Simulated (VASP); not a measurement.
# NaSc2O3 (P6/mmm) in VASP: single point with PBE

Aim: the single point of NaSc2O3 with PBE.

Everything below comes from runs of VASP 6.6.1. Logs are shortened: lines on timing, memory, paths and dates and some standing lists are left out, and cuts for length are marked.

### 1 The cell of the first run

The structure is hexagonal, space group P6/mmm (No. 191). Conventional cell: a = 5.622 Å, b = 5.622 Å, c = 2.860 Å, α = 90.00°, β = 90.00°, γ = 120.00°. Na (site symmetry 6/mmm) has 2 Na at 2.86 Å and 12 O at 3.15 Å and 6 Sc at 3.25 Å within 3.8 Å. Sc (site symmetry -6m2) has 6 O at 2.16 Å and 2 Sc at 2.86 Å within 2.9 Å. O (site symmetry mmm) has 4 Sc at 2.16 Å and 6 O at 2.81 to 2.86 Å within 2.9 Å.

### 2 Single point, PBE

File POSCAR:

```
NaSc2O3
1.0
    5.6217596909      0.0000000000      0.0000000000
   -2.8108798455      4.8685867063      0.0000000000
    0.0000000000      0.0000000000      2.8603279363
Na Sc O
1 2 3
Direct
    0.0000000000      0.0000000000      0.5000000000
    0.3333333333      0.6666666667      0.5000000000
    0.6666666667      0.3333333333      0.5000000000
    0.5000000000      0.5000000000      0.0000000000
    0.0000000000      0.5000000000      0.0000000000
    0.5000000000      0.0000000000      0.0000000000
```

File INCAR.step1:

```
ALGO     = Normal         # electronic algorithm
EDIFF    = 1E-7           # SCF threshold, eV
ENCUT    = 520            # plane-wave cutoff, eV
GGA      = PE             # functional
ISIF     = 2              # what is computed and relaxed
ISMEAR   = 0              # smearing method
LASPH    = True           # aspherical terms in the spheres
LCHARG   = True           # write CHGCAR
LMAXMIX  = 4              # l up to which the mixer works
LREAL    = False          # projectors in reciprocal space
LWAVE    = False          # write WAVECAR
NBANDS   = 32             # bands
NELM     = 100            # most SCF steps
PREC     = Accurate       # precision mode
SIGMA    = 0.1            # smearing width, eV
```

File KPOINTS.step1:

```
k-points
0
Gamma
  9 9 14
```

File INCAR.step2:

```
ALGO     = Normal         # electronic algorithm
EDIFF    = 1E-7           # SCF threshold, eV
ENCUT    = 520            # plane-wave cutoff, eV
GGA      = PE             # functional
ICHARG   = 11             # starting density
ISIF     = 2              # what is computed and relaxed
ISMEAR   = -5             # smearing method
LASPH    = True           # aspherical terms in the spheres
LCHARG   = False          # write CHGCAR
LMAXMIX  = 4              # l up to which the mixer works
LORBIT   = 11             # projections on sites
LREAL    = False          # projectors in reciprocal space
LWAVE    = False          # write WAVECAR
NEDOS    = 2001           # points of the DOS
NELM     = 100            # most SCF steps
PREC     = Accurate       # precision mode
SIGMA    = 0.1            # smearing width, eV
```

File KPOINTS.step2:

```
k-points
0
Gamma
  14 14 21
```

Potentials or basis: VASP PAW PBE potentials, release 64 (Na_pv, Sc_sv, O).

The run is started by

```console
> cat potpaw_PBE.64/Na_pv/POTCAR potpaw_PBE.64/Sc_sv/POTCAR potpaw_PBE.64/O/POTCAR > POTCAR
> cp INCAR.step1 INCAR
> cp KPOINTS.step1 KPOINTS
> mpirun -np 1 vasp_std > vasp.out
> cp INCAR.step2 INCAR
> cp KPOINTS.step2 KPOINTS
> mpirun -np 1 vasp_std > vasp.out
```

OUTCAR:

```text
EDIFF = 1E-7
   ENCUT = 520
   GGA = PE
   ICHARG = 11
   ISIF = 2
   ISMEAR = -5
   LASPH = True
   LORBIT = 11
   LREAL = False
   NELM = 100
   PREC = Accurate

 ion  position               nearest neighbor table
   1  0.000  0.000  0.500-
   2  0.333  0.667  0.500-   5 2.16   5 2.16   6 2.16   6 2.16   4 2.16   4 2.16   3 3.25   3 3.25
                             3 3.25
   3  0.667  0.333  0.500-   5 2.16   5 2.16   6 2.16   6 2.16   4 2.16   4 2.16   2 3.25   2 3.25
                             2 3.25
   4  0.500  0.500  0.000-   2 2.16   3 2.16   2 2.16   3 2.16
   5  0.000  0.500  0.000-   2 2.16   3 2.16   2 2.16   3 2.16
   6  0.500  0.000  0.000-   2 2.16   3 2.16   2 2.16   3 2.16

  LATTYP: Found a hexagonal cell.
 ALAT       =     5.6217596909
 C/A-ratio  =     0.5087958386

  Lattice vectors:

 A1 = (   5.6217596909,   0.0000000000,   0.0000000000)
 A2 = (  -2.8108798455,   4.8685867063,   0.0000000000)
 A3 = (   0.0000000000,   0.0000000000,   2.8603279363)

Analysis of symmetry for initial positions (statically):
=====================================================================
 Subroutine PRICEL returns:
 Original cell was already a primitive cell.

 Routine SETGRP: Setting up the symmetry group for a
 hexagonal supercell.

 Subroutine GETGRP returns: Found 24 space group operations
 (whereof 24 operations were pure point group operations)
 out of a pool of 24 trial point group operations.

The static configuration has the point symmetry D_6h.

Analysis of symmetry for dynamics (positions and initial velocities):
=====================================================================
 Subroutine PRICEL returns:
 Original cell was already a primitive cell.

 Routine SETGRP: Setting up the symmetry group for a
 hexagonal supercell.

 Subroutine GETGRP returns: Found 24 space group operations
 (whereof 24 operations were pure point group operations)
 out of a pool of 24 trial point group operations.

The dynamic configuration has the point symmetry D_6h.

 Subroutine INISYM returns: Found 24 space group operations
 (whereof 24 operations are pure point group operations),
 and found     1 'primitive' translations

----------------------------------------------------------------------------------------

                                     Primitive cell

  volume of cell :      78.2872

  direct lattice vectors                    reciprocal lattice vectors
     5.621759691  0.000000000  0.000000000     0.177880247  0.102699208  0.000000000
    -2.810879846  4.868586706  0.000000000     0.000000000  0.205398416  0.000000000
     0.000000000  0.000000000  2.860327936     0.000000000  0.000000000  0.349610262

  length of vectors
     5.621759691  5.621759691  2.860327936     0.205398416  0.205398416  0.349610262

  position of ions in fractional coordinates (direct lattice)
     0.000000000  0.000000000  0.500000000
     0.333333333  0.666666667  0.500000000
     0.666666667  0.333333333  0.500000000
     0.500000000  0.500000000  0.000000000
     0.000000000  0.500000000  0.000000000
     0.500000000  0.000000000  0.000000000

  ion indices of the primitive-cell ions
   primitive index   ion index
                 1           1
                 2           2
                 3           3
                 4           4
                 5           5
                 6           6

----------------------------------------------------------------------------------------

 KPOINTS: k-points

Automatic generation of k-mesh.
 Grid dimensions read from file:
 generate k-points for:   14   14   21

 Generating k-lattice:

  Cartesian coordinates                     Fractional coordinates (reciprocal lattice)
     0.012705732  0.007335658  0.000000000     0.071428571  0.000000000  0.000000000
     0.000000000  0.014671315  0.000000000     0.000000000  0.071428571  0.000000000
     0.000000000  0.000000000  0.016648108     0.000000000  0.000000000  0.047619048

  Length of vectors
     0.014671315  0.014671315  0.016648108

  Shift w.r.t. Gamma in fractional coordinates (k-lattice)
     0.000000000  0.000000000  0.000000000

 TETIRR: Found   4165 inequivalent tetrahedra from    24696

 Subroutine IBZKPT returns following result:
 ===========================================

 Found    264 irreducible k-points:

 Following reciprocal coordinates:
            Coordinates               Weight
  0.000000  0.000000  0.000000      1.000000
  0.071429  0.000000  0.000000      6.000000
  0.142857  0.000000  0.000000      6.000000
  0.214286 -0.000000  0.000000      6.000000
  0.285714  0.000000  0.000000      6.000000
  0.357143  0.000000  0.000000      6.000000
[... 16 lines left out ...]
  0.285714  0.285714  0.000000      6.000000
  0.357143  0.285714  0.000000      6.000000
 [... further k-points ...]
   k-points           NKPTS =    264   k-points in BZ     NKDIM =    264   number of bands    NBANDS=     28
   number of dos      NEDOS =   2001   number of ions     NIONS =      6
   total plane-waves  NPLWV =  42336
   dimension x,y,z NGX =    42 NGY =   42 NGZ =   24
   dimension x,y,z NGXF=    84 NGYF=   84 NGZF=   48
   ions per type =               1   2   3
   NGX,Y,Z   is equivalent  to a cutoff of  12.42, 12.42, 13.95 a.u.
   NGXF,Y,Z  is equivalent  to a cutoff of  24.84, 24.84, 27.90 a.u.
 SYSTEM =  unknown system
   PREC   = accura    normal or accurate (medium, high low for compatibility)
   ISTART =      0    job   : 0-new  1-cont  2-samecut
   ICHARG =     11    charge: 1-file 2-atom 10-const
   ISPIN  =      1    spin polarized calculation?
   LNONCOLLINEAR =      F non collinear calculations
   LSORBIT =      F    spin-orbit coupling
   LASPH  =      T    aspherical Exc in radial PAW
   ENCUT  =  520.0 eV  38.22 Ry    6.18 a.u.  10.45 10.45  5.32*2*pi/ulx,y,z
   NELM   =    100;   NELMIN=  2; NELMDL=  0     # of ELM steps
   EDIFF  = 0.1E-06   stopping-criterion for ELM
   LREAL  =      F    real-space projection
   EDIFFG = 0.1E-05   stopping-criterion for IOM
   NSW    =      0    number of steps for IOM
   IBRION =     -1    ionic relax: 0-MD 1-quasi-New 2-CG
   NFREE  =      0    steps in history (QN), initial steepest desc. (CG)
   ISIF   =      2    stress and relaxation
   ISYM   =      2    0-nonsym 1-usesym 2-fastsym
   POTIM  = 0.5000    time-step for ionic-motion
   TEBEG  =    0.0;   TEEND  =   0.0 temperature during run
   PSTRESS=    0.0 pullay stress
   NELECT =      47.0000    total number of electrons
   NUPDOWN=      -1.0000    fix difference up-down
   EMIN   =  10.00;   EMAX   =-10.00  energy-range for DOS
   EFERMI =   0.00;   METHOD = LEGACY
   ISMEAR =    -5;   SIGMA  =   0.10  broadening in eV -4-tet -1-fermi 0-gaus
   EFERMI_NEDOS =   21; number of points for ismear=-14 and -15
   IALGO  =     38    algorithm
   IMIX   =      4    mixing-type and parameters
     AMIX     =   0.40;   BMIX     =  1.00
     AMIX_MAG =   1.60;   BMIX_MAG =  1.00
  volume/ion in A,a.u.               =      13.05        88.05
  Fermi-wavevector in a.u.,A,eV,Ry     =   1.381053  2.609812 25.950504  1.907308
  Thomas-Fermi vector in A             =   2.505873
   LORBIT       =     11    0 simple, 1 ext, 2 COOP (PROOUT), +10 PAW based schemes
   GGA     = PE    functional components
   LHFCALC =     F    Hartree Fock is set to
   AEXX    =    0.0000 exact exchange contribution
   IVDW    =     0    specifies the selected vdW correction
   LEPSILON=     F    determine dielectric tensor
   LRPA    =     F    only Hartree local field effects (RPA)
 non-spin polarized calculation
 Fermi weights with tetrahedron method with Bloechl corrections
  energy-cutoff  :      520.00
  volume of cell :       78.29
 maximum number of plane-waves:      2137
 NGX is ok and might be reduce to    42

 number of electron      47.0000010 magnetization

 Free energy of the ion-electron system (eV)
  ---------------------------------------------------
  ext. energy  EPLUGINS =         0.00000000
  ---------------------------------------------------
  free energy    TOTEN  =       -44.76314721 eV

  energy without entropy =      -44.76314721  energy(sigma->0) =      -44.76314721

 E-fermi :   5.8869     XC(G=0): -10.3697

 val. band max:        5.8836137932   @ k =   0.2857   0.2857   0.4286
 cond. band min:       5.8261886808   @ k =   0.5000   0.0000   0.0476
 fundamental gap:     -0.0574251124
 Fermi energy:         5.8869146178

 k-point     1 :       0.0000    0.0000    0.0000
  band No.  band energies     occupation
      1     -44.7960      2.00000
      2     -44.7519      2.00000
      3     -23.7510      2.00000
      4     -23.7509      2.00000
      5     -23.4229      2.00000
      6     -23.4229      2.00000
[... 20 lines left out ...]
     27       7.0885      0.00000
     28       7.7614      0.00000

 k-point     2 :       0.0714    0.0000    0.0000
  band No.  band energies     occupation
      1     -44.7955      2.00000
      2     -44.7524      2.00000
      3     -23.7518      2.00000
      4     -23.7478      2.00000
      5     -23.4263      2.00000
      6     -23.4220      2.00000
[... 20 lines left out ...]
     27       7.1125      0.00000
     28       7.7297      0.00000

 k-point     3 :       0.1429    0.0000    0.0000
  band No.  band energies     occupation
      1     -44.7941      2.00000
      2     -44.7539      2.00000
      3     -23.7541      2.00000
      4     -23.7387      2.00000
      5     -23.4365      2.00000
      6     -23.4196      2.00000
[... 616 lines left out ...]
      3     -23.7723      2.00000
      4     -23.6254      2.00000
      5     -23.5581      2.00000
      6     -23.3998      2.00000
[... 20 lines left out ...]
     27       7.7071      0.00000
     28       7.9452      0.00000

 k-point    24 :       0.3571    0.2857    0.0000
  band No.  band energies     occupation
      1     -44.7758      2.00000
      2     -44.7722      2.00000
      3     -23.7732      2.00000
      4     -23.6077      2.00000
      5     -23.5761      2.00000
      6     -23.3989      2.00000
[... 20 lines left out ...]
     27       7.7915      0.00000
     28       7.8454      0.00000

 [... further k-points ...]

------------------------ aborting loop because EDIFF is reached ----------------------------------------

  FORCE on cell =-STRESS in cart. coord.  units (eV):
  Direction    XX          YY          ZZ          XY          YZ          ZX
  --------------------------------------------------------------------------------------
  -------------------------------------------------------------------------------------
  Total        0.3018409      0.3018409      0.4650079     -0.0000000     -0.0000000      0.0000000
  in kB        6.1772859      6.1772859      9.5165583     -0.0000000     -0.0000000      0.0000000
  external PRESSURE =       7.2903767 kB  Pullay stress =       0.0000000 kB

 VOLUME and BASIS-vectors are now :
 -----------------------------------------------------------------------------
  energy-cutoff  :      520.00
  volume of cell :       78.29
      direct lattice vectors                 reciprocal lattice vectors
     5.621759691  0.000000000  0.000000000     0.177880247  0.102699208  0.000000000
    -2.810879846  4.868586706  0.000000000     0.000000000  0.205398416  0.000000000
     0.000000000  0.000000000  2.860327936     0.000000000  0.000000000  0.349610262

 POSITION                                       TOTAL-FORCE (eV/Angst)
 -----------------------------------------------------------------------------------
      0.00000      0.00000      1.43016        -0.000000      0.000000      0.000000
     -0.00000      3.24572      1.43016        -0.000000     -0.000000      0.000000
      2.81088      1.62286      1.43016         0.000000      0.000000      0.000000
      1.40544      2.43429      0.00000        -0.000000      0.000000      0.000000
     -1.40544      2.43429      0.00000        -0.000000      0.000000      0.000000
      2.81088      0.00000      0.00000        -0.000000      0.000000      0.000000
 -----------------------------------------------------------------------------------
    total drift:                                0.000000     -0.000000     -0.000000

  FREE ENERGIE OF THE ION-ELECTRON SYSTEM (eV)
  ---------------------------------------------------
  free  energy   TOTEN  =       -44.7631472101 eV

  energy  without entropy=      -44.7631472101  energy(sigma->0) =      -44.76314721

 total charge

# of ion       s       p       d       tot
------------------------------------------
    1        0.103   5.968   0.000   6.071
    2        2.194   6.218   1.135   9.547
    3        2.194   6.218   1.135   9.547
    4        1.561   3.466   0.000   5.027
    5        1.561   3.466   0.000   5.027
    6        1.561   3.466   0.000   5.027
--------------------------------------------------
tot          9.174  28.802   2.270  40.246
```

Run time: 6.1 min. Hardware: 1 thread of Intel Xeon 6975P-C (Granite Rapids), shared host; peak memory 0.57 GiB.

What came out:

```
Valence electrons inside the program's atomic spheres : Na 6.07; Sc 9.55; O 5.03
```

Caveat: an odd number of electrons without spin polarisation forces a metal; a magnetic or distorted state may lie lower; tetrahedron occupations give inexact forces and stress in metals.
